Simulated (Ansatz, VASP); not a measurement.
## One calculation of CaS, two programs

Contents of POSCAR:

```
CaS
1.0
    0.0000000000      2.8560320322      2.8560320322
    2.8560320322      0.0000000000      2.8560320322
    2.8560320322      2.8560320322      0.0000000000
Ca S
1 1
Direct
    0.0000000000      0.0000000000      0.0000000000
    0.5000000000      0.5000000000      0.5000000000
```

The input INCAR.step1:

```
SYSTEM = CaS
PREC     = Accurate       ! precision mode
ENCUT    = 550            ! plane-wave cutoff, eV
ISMEAR   = 0              ! smearing method
SIGMA    = 0.02           ! smearing width, eV
LREAL    = .FALSE.        ! projectors in reciprocal space
LASPH    = .TRUE.         ! aspherical terms in the spheres
NELM     = 120            ! most SCF steps
NBANDS   = 15             ! bands
GGA      = PE             ! functional
ALGO     = Normal         ! electronic algorithm
EDIFF    = 1E-5           ! SCF threshold, eV
LWAVE    = .TRUE.         ! write WAVECAR
LCHARG   = .FALSE.        ! write CHGCAR
GGA_COMPAT= .FALSE.
```

The input INCAR.step2:

```
SYSTEM = CaS
PREC     = Accurate       ! precision mode
ENCUT    = 550            ! plane-wave cutoff, eV
EDIFF    = 1E-6           ! SCF threshold, eV
ISMEAR   = 0              ! smearing method
SIGMA    = 0.02           ! smearing width, eV
LREAL    = .FALSE.        ! projectors in reciprocal space
LASPH    = .TRUE.         ! aspherical terms in the spheres
NELM     = 120            ! most SCF steps
ALGO     = Normal         ! electronic algorithm
ISIF     = 2              ! what is computed and relaxed
LWAVE    = .FALSE.        ! write WAVECAR
LCHARG   = .FALSE.        ! write CHGCAR
METAGGA  = R2SCAN         ! meta-GGA
LMIXTAU  = .TRUE.       
NBANDS   = 15             ! bands
ISTART   = 1            
GGA_COMPAT= .FALSE.
```

The input KPOINTS:

```
regular mesh
0
G
  8 8 8
  0 0 0
```

Input for Ansatz:

```yaml
crystal:
  lattice:
    - [0.0, 2.8560320322, 2.8560320322]
    - [2.8560320322, 0.0, 2.8560320322]
    - [2.8560320322, 2.8560320322, 0.0]
  atoms:
    - { symbol: Ca, position: [0.0, 0.0, 0.0] }
    - { symbol: S, position: [0.5, 0.5, 0.5] }
basis:
  ecutwfc: 500
kpoints:
  mp_grid: { grid: [8, 8, 8] }
  band_path:
    path:
      - [[0.0, 0.0, 0.0], [0.5, 0.0, 0.5], [0.625, 0.25, 0.625]]
      - [[0.375, 0.375, 0.75], [0.0, 0.0, 0.0], [0.5, 0.5, 0.5], [0.5, 0.25, 0.75], [0.5, 0.0, 0.5]]
    npoints: 14
hamiltonian:
  xc: r2scan
scf:
  occupations: { method: gaussian, width: 0.02 }
  n_extra_bands: 6
output:
  forces: true
  stress: true
  eigenvalues: true
  populations: true
  dos: { projected: true, de: 0.02, nscf_kmesh: { grid: [12, 12, 12] } }
  bader: true
  write_density: true
  write_potential: true
  elf: true
  volumetric_format: npy
```

Alike in both runs: task single point; functional r2SCAN; k mesh 8 × 8 × 8; occupations gaussian, width 0.02 eV; no spin polarisation.

```csv
,VASP,Ansatz
version,VASP 6.6.1,Ansatz 0.2.0
potentials or method,"VASP PAW PBE potentials, release 64 (Ca_sv, S), cutoff 550 eV","scalar-relativistic, plane waves, PAW"
valence electrons in the cell,16,16
```

|  | VASP | Ansatz | Ansatz less VASP |
| --- | --- | --- | --- |
| gap on the k mesh at the Fermi level (eV) | 2.82 | 2.82 | -0.003 |
| least direct gap on the mesh (eV) | 3.64 | 3.64 | -0.001 |
| pressure (GPa) | -0.2 | -0.5 | -0.29 |

VASP's potentials were made for PBE, not for r2SCAN. The functional is the same, so the differences come from potentials, cutoffs and numerics.
